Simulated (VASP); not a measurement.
Here is a VASP 6.6.1 calculation.

The input INCAR:

```
PREC = Accurate
ENCUT = 910
EDIFF = 1E-6
ISMEAR = 0
SIGMA = 0.1
LREAL = False
LASPH = True
NELM = 120
ALGO = Normal
ISIF = 2
LWAVE = False
LCHARG = False
NBANDS = 60
GGA_COMPAT = False
```

Contents of KPOINTS:

```
regular mesh
0
Gamma
  4 4 4
```

POSCAR

```
TiO2
1.0
    0.0000000000      4.1282903163      4.1282903163
    4.1282903163      0.0000000000      4.1282903163
    4.1282903163      4.1282903163      0.0000000000
Ti O
4 8
Direct
    0.6250000000      0.6250000000      0.1250000000
    0.1250000000      0.6250000000      0.6250000000
    0.6250000000      0.1250000000      0.6250000000
    0.6250000000      0.6250000000      0.6250000000
    0.3905074967      0.3905074967      0.3905074967
    0.3905074967      0.8284775100      0.3905074967
    0.3905074967      0.3905074967      0.8284775100
    0.8284775100      0.3905074967      0.3905074967
    0.8594925033      0.8594925033      0.4215224900
    0.4215224900      0.8594925033      0.8594925033
    0.8594925033      0.4215224900      0.8594925033
    0.8594925033      0.8594925033      0.8594925033
```

Potentials or basis: VASP PAW LDA potentials, release 64 (Ti_sv, O_h).

Command:

```sh
$ cat potpaw_LDA.64/Ti_sv/POTCAR potpaw_LDA.64/O_h/POTCAR > POTCAR
$ mpirun -np 1 vasp_std > vasp.out
```

Estimate the largest force.

0.159 eV/Å.

Estimate the pressure.

0.6 GPa.

Forces in eV/Å, atoms in the order of the input:
```
Ti   0.000  0.000  0.000
Ti   0.000  0.000  0.000
Ti   0.000  0.000  0.000
Ti   0.000  0.000  0.000
O   -0.092 -0.092 -0.092
O    0.092 -0.092  0.092
O    0.092  0.092 -0.092
O   -0.092  0.092  0.092
O   -0.092 -0.092  0.092
O    0.092 -0.092 -0.092
O   -0.092  0.092 -0.092
O    0.092  0.092  0.092
```

Caveat: the cutoff is under 1.25 times the usual one of these potentials, so pressure, stress and relaxed cells hold a basis-set (Pulay) error.
